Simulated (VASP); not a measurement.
K2Sm: single point with PBE

The system is K2Sm.

```xyz
3
Lattice="6.8725 0.0000 0.0000 -3.4363 5.9518 0.0000 0.0000 0.0000 3.6866" Properties=species:S:1:pos:R:3 pbc="T T T"
K     0.0000    3.9679    1.8433
K     3.4363    1.9839    1.8433
Sm    0.0000    0.0000    0.0000
```

The cell was built from a structure type or drawn by symmetry, and may not be a known phase.

| Item | Value |
| --- | --- |
| Program | VASP 6.6.1 |
| Task | single point |
| Functional | PBE |
| Potentials or basis | VASP PAW PBE potentials, release 64 (K_sv, Sm_3), 4f in core |
| Cutoff | 500 eV |
| k mesh | 3 × 3 × 6 |
| Occupations | gaussian, width 0.1 eV |
| Spin | no spin polarisation |

| Item | Value |
| --- | --- |
| Pressure | 0.2 GPa |
| Band gap on the k mesh | zero (an odd number of electrons rules out a gap without spin polarisation) |

Stress tensor (GPa, compression positive):
```
0.14 0.00 0.00
0.00 0.14 0.00
0.00 0.00 0.35
```

Levels at points of the mesh, in eV from the Fermi level:
```tsv
k point	band 11	band 12	band 13	band 14	band 15	band 16	band 17	band 18	band 19	band 20
(0.00, 0.00, 0.00)	-14.76	-14.73	-2.95	-0.45	0.22	0.22	1.10	1.10	2.49	2.82
(0.00, 0.00, 0.50)	-14.76	-14.76	-0.28	-0.12	-0.12	0.36	0.72	0.72	3.20	3.20
```

Wall time 17 s on 1 thread of Intel(R) Xeon(R) 6975P-C (Granite Rapids), on a shared host, peak memory 0.25 GiB.

Caveat: spin-orbit coupling is left out, which moves the levels of the heavy elements; the 4f electrons are frozen in the core, so they carry no moment and show no levels. Spin polarisation is off, so any magnetic state and its effect on volume and gap are missing.
